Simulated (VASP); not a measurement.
# WS3 in VASP: single point with PBE

Aim: the single point of WS3 with PBE.

All numbers are computed with VASP 6.6.1; they aren't measurements. Logs are shortened: lines on timing, memory, paths and dates and some standing lists are left out, and cuts for length are marked.

**1. The cell of the first run**

The cell holds a slab with vacuum, 8 atoms: a = 3.183 Å, b = 3.183 Å, c = 52.719 Å, α = 90.00°, β = 90.00°, γ = 120.00°.

**2. Single point, PBE**

The input, INCAR:

```
PREC = Accurate
ENCUT = 520
EDIFF = 1E-7
ISMEAR = -1
SIGMA = 0.05
LREAL = F
LASPH = T
NELM = 100
ALGO = Normal
ISIF = 2
LWAVE = F
LCHARG = F
LDIPOL = T
IDIPOL = 3
DIPOL = 0.5 0.5 0.500
GGA = PE
NBANDS = 42
```

The input, KPOINTS:

```
regular mesh
0
Gamma
  10 10 1
```

The input, POSCAR:

```
WS3
1.0
    3.1832085601      0.0000000000      0.0000000000
   -1.5916042801      2.7567394787      0.0000000000
    0.0000000000      0.0000000000     52.7193037228
S W
6 2
Direct
    0.6666666700      0.3333333400      0.1422628804
    0.3333333300      0.6666666600      0.4087789282
    0.3333333300      0.6666666600      0.4679256052
    0.6666666700      0.3333333400      0.5320743948
    0.6666666700      0.3333333400      0.5912210718
    0.3333333300      0.6666666600      0.8577371196
    0.6666666700      0.3333333400      0.4383501656
    0.3333333300      0.6666666600      0.5616498344
```

Potentials or basis: VASP PAW PBE potentials, release 64 (S, W_sv).

On the command line:

```console
cat potpaw_PBE.64/S/POTCAR potpaw_PBE.64/W_sv/POTCAR > POTCAR
mpirun -np 1 vasp_std > vasp.out
```

OUTCAR:

```text
PREC = Accurate
   ENCUT = 520
   EDIFF = 1E-7
   ISMEAR = -1
   LREAL = F
   LASPH = T
   NELM = 100
   ISIF = 2
   GGA = PE

 ion  position               nearest neighbor table
   1  0.667  0.333  0.142-
   2  0.333  0.667  0.409-   7 2.41   7 2.41   7 2.41
   3  0.333  0.667  0.468-   7 2.41   7 2.41   7 2.41
   4  0.667  0.333  0.532-   8 2.41   8 2.41   8 2.41
   5  0.667  0.333  0.591-   8 2.41   8 2.41   8 2.41
   6  0.333  0.667  0.858-
   7  0.667  0.333  0.438-   2 2.41   2 2.41   2 2.41   3 2.41   3 2.41   3 2.41
   8  0.333  0.667  0.562-   5 2.41   5 2.41   5 2.41   4 2.41   4 2.41   4 2.41

  LATTYP: Found a hexagonal cell.
 ALAT       =     3.1832085601
 C/A-ratio  =    16.5616869669

  Lattice vectors:

 A1 = (   3.1832085601,   0.0000000000,   0.0000000000)
 A2 = (  -1.5916042801,   2.7567394787,   0.0000000000)
 A3 = (   0.0000000000,   0.0000000000,  52.7193037228)

Analysis of symmetry for initial positions (statically):
=====================================================================
 Subroutine PRICEL returns:
 Original cell was already a primitive cell.

 Routine SETGRP: Setting up the symmetry group for a
 hexagonal supercell.

 Subroutine GETGRP returns: Found 12 space group operations
 (whereof 12 operations were pure point group operations)
 out of a pool of 24 trial point group operations.

The static configuration has the point symmetry D_3d.

Analysis of symmetry for dynamics (positions and initial velocities):
=====================================================================
 Subroutine PRICEL returns:
 Original cell was already a primitive cell.

 Routine SETGRP: Setting up the symmetry group for a
 hexagonal supercell.

 Subroutine GETGRP returns: Found 12 space group operations
 (whereof 12 operations were pure point group operations)
 out of a pool of 24 trial point group operations.

The dynamic configuration has the point symmetry D_3d.

 Subroutine INISYM returns: Found 12 space group operations
 (whereof 12 operations are pure point group operations),
 and found     1 'primitive' translations

----------------------------------------------------------------------------------------
[... 99 lines left out ...]
   NFREE  =      0    steps in history (QN), initial steepest desc. (CG)
   ISIF   =      2    stress and relaxation
   ISYM   =      2    0-nonsym 1-usesym 2-fastsym
   POTIM  = 0.5000    time-step for ionic-motion
   TEBEG  =    0.0;   TEEND  =   0.0 temperature during run
   PSTRESS=    0.0 pullay stress
   NELECT =      64.0000    total number of electrons
   NUPDOWN=      -1.0000    fix difference up-down
   EMIN   =  10.00;   EMAX   =-10.00  energy-range for DOS
   EFERMI =   0.00;   METHOD = LEGACY
   ISMEAR =    -1;   SIGMA  =   0.05  broadening in eV -4-tet -1-fermi 0-gaus
   EFERMI_NEDOS =   21; number of points for ismear=-14 and -15
   IALGO  =     38    algorithm
   IMIX   =      4    mixing-type and parameters
     AMIX     =   0.40;   BMIX     =  1.00
     AMIX_MAG =   1.60;   BMIX_MAG =  1.00
  volume/ion in A,a.u.               =      57.83       390.24
  Fermi-wavevector in a.u.,A,eV,Ry     =   0.846690  1.600013  9.753809  0.716885
  Thomas-Fermi vector in A             =   1.962078
   LORBIT       =      0    0 simple, 1 ext, 2 COOP (PROOUT), +10 PAW based schemes
   GGA     = PE    functional components
   LHFCALC =     F    Hartree Fock is set to
   AEXX    =    0.0000 exact exchange contribution
   IVDW    =     0    specifies the selected vdW correction
   LEPSILON=     F    determine dielectric tensor
   LRPA    =     F    only Hartree local field effects (RPA)
 non-spin polarized calculation
  energy-cutoff  :      520.00
  volume of cell :      462.63
 maximum number of plane-waves:     12524
 NGX is ok and might be reduce to    24
   NGX = 11   NGY = 11   NGZ =197

 number of electron      64.0000006 magnetization

 dipolmoment           0.000000      0.000000     -0.000000 electrons x Angstroem

 Free energy of the ion-electron system (eV)
  ---------------------------------------------------
  ext. energy  EPLUGINS =         0.00000000
  ---------------------------------------------------
  free energy    TOTEN  =       -51.47901400 eV

  energy without entropy =      -51.42859726  energy(sigma->0) =      -51.45380563

 E-fermi :  -2.4815     XC(G=0):  -4.1457

 val. band max:       -2.4829016063   @ k =   0.2000   0.2000   0.0000
 cond. band min:      -2.4773478173   @ k =   0.0000   0.0000   0.0000
 fundamental gap:      0.0055537890
 Fermi energy:        -2.4814662331

 k-point     1 :       0.0000    0.0000    0.0000
  band No.  band energies     occupation
      1     -76.8080      2.00000
      2     -76.8080      2.00000
      3     -41.0469      2.00000
      4     -41.0469      2.00000
      5     -40.8992      2.00000
      6     -40.8992      2.00000
[... 619 lines left out ...]
     41       2.5825      0.00000
     42       2.7298      0.00000

------------------------ aborting loop because EDIFF is reached ----------------------------------------

 vacuum level on the upper side and lower side of the slab       (xc-potential included)        -0.006        -0.006

  FORCE on cell =-STRESS in cart. coord.  units (eV):
  Direction    XX          YY          ZZ          XY          YZ          ZX
  --------------------------------------------------------------------------------------
  -------------------------------------------------------------------------------------
  Total       -5.5753771     -5.5753771      1.7877817      0.0000000      0.0000000     -0.0000000
  in kB      -19.3087580    -19.3087580      6.1914816      0.0000000      0.0000000     -0.0000000
  external PRESSURE =     -10.8086782 kB  Pullay stress =       0.0000000 kB

 VOLUME and BASIS-vectors are now :
 -----------------------------------------------------------------------------
  energy-cutoff  :      520.00
  volume of cell :      462.63
      direct lattice vectors                 reciprocal lattice vectors
     3.183208560  0.000000000  0.000000000     0.314148439  0.181373686  0.000000000
    -1.591604280  2.756739479  0.000000000     0.000000000  0.362747372  0.000000000
     0.000000000  0.000000000 52.719303723     0.000000000  0.000000000  0.018968384

 POSITION                                       TOTAL-FORCE (eV/Angst)
 -----------------------------------------------------------------------------------
      1.59160      0.91891      7.50000        -0.000000      0.000000      0.000377
     -0.00000      1.83783     21.55054         0.000000     -0.000000     -0.272630
     -0.00000      1.83783     24.66871         0.000000     -0.000000      0.215084
      1.59160      0.91891     28.05059        -0.000000      0.000000     -0.215084
      1.59160      0.91891     31.16876        -0.000000      0.000000      0.272630
     -0.00000      1.83783     45.21930         0.000000     -0.000000     -0.000377
      1.59160      0.91891     23.10952        -0.000000      0.000000      0.003270
     -0.00000      1.83783     29.60979         0.000000     -0.000000     -0.003270
 -----------------------------------------------------------------------------------
    total drift:                               -0.000000      0.000000     -0.000000

  FREE ENERGIE OF THE ION-ELECTRON SYSTEM (eV)
  ---------------------------------------------------
  free  energy   TOTEN  =       -51.4790140029 eV

  energy  without entropy=      -51.4285972553  energy(sigma->0) =      -51.45380563

 vacuum level on the upper side and lower side of the slab         4.564         4.564
```

OSZICAR:

```text
N       E                     dE             d eps       ncg     rms          rms(c)
DAV:   1     0.548292896012E+03    0.54829E+03   -0.30081E+04  1416   0.122E+03
DAV:   2     0.354330973978E+01   -0.54475E+03   -0.53032E+03  1556   0.278E+02
DAV:   3    -0.527682625389E+02   -0.56312E+02   -0.55500E+02  1446   0.886E+01
DAV:   4    -0.546667895817E+02   -0.18985E+01   -0.18762E+01  1504   0.180E+01
[... 12 lines left out ...]
DAV:  76    -0.514790185243E+02    0.62732E-05   -0.18006E-07   912   0.160E-03    0.382E-03
DAV:  77    -0.514790156813E+02    0.28430E-05   -0.13770E-07   836   0.161E-03    0.251E-03
DAV:  78    -0.514790144227E+02    0.12586E-05   -0.12208E-07   808   0.163E-03    0.152E-03
DAV:  79    -0.514790139745E+02    0.44816E-06   -0.10187E-07   654   0.154E-03    0.665E-04
DAV:  80    -0.514790140029E+02   -0.28403E-07   -0.68694E-08   594   0.121E-03
   1 F= -.51479014E+02 E0= -.51453806E+02  d E =-.504167E-01
```

stdout:

```text
POSCAR found type information on POSCAR S W
 POSCAR found :  2 types and       8 ions
 scaLAPACK will be used
 LDA part: xc-table for (Slater+PW92), standard interpolation
 -----------------------------------------------------------------------------
|                                                                             |
|           W    W    AA    RRRRR   N    N  II  N    N   GGGG   !!!           |
|           W    W   A  A   R    R  NN   N  II  NN   N  G    G  !!!           |
|           W    W  A    A  R    R  N N  N  II  N N  N  G       !!!           |
|           W WW W  AAAAAA  RRRRR   N  N N  II  N  N N  G  GGG   !            |
|           WW  WW  A    A  R   R   N   NN  II  N   NN  G    G                |
|           W    W  A    A  R    R  N    N  II  N    N   GGGG   !!!           |
|                                                                             |
|     One of the lattice vectors is very long (>50 A), but AMIN is rather     |
|     large. This can spoil convergence since charge sloshing might occur     |
|     along the long lattice vector. If problems with convergence are         |
|     observed, try to decrease AMIN to a smaller value (e.g. 0.01).          |
|     Note: This warning only applies if the self-consistency cycle is        |
|     used.                                                                   |
|                                                                             |
 -----------------------------------------------------------------------------

 POSCAR, INCAR and KPOINTS ok, starting setup
 FFT: planning ... GRIDC
 FFT: planning ... GRID_SOFT
 FFT: planning ... GRID
 WAVECAR not read
 entering main loop
```

Wall time 13 min (1 thread of Intel Xeon 6975P-C (Granite Rapids), shared host); peak memory 0.62 GiB.

Results:

```yaml
Free_energy: -51.4790 eV
Largest_force: 0.273 eV/Å
Band_gap_on_the_k_mesh: zero (bands 32 and 33 overlap by 1.84 eV)
```

Forces on the atoms (eV/Å):
```
S    0.000  0.000  0.000
S    0.000  0.000 -0.273
S    0.000  0.000  0.215
S    0.000  0.000 -0.215
S    0.000  0.000  0.273
S    0.000  0.000  0.000
W    0.000  0.000  0.003
W    0.000  0.000 -0.003
```

Caveat: spin-orbit coupling is left out, which moves the levels of the heavy elements.
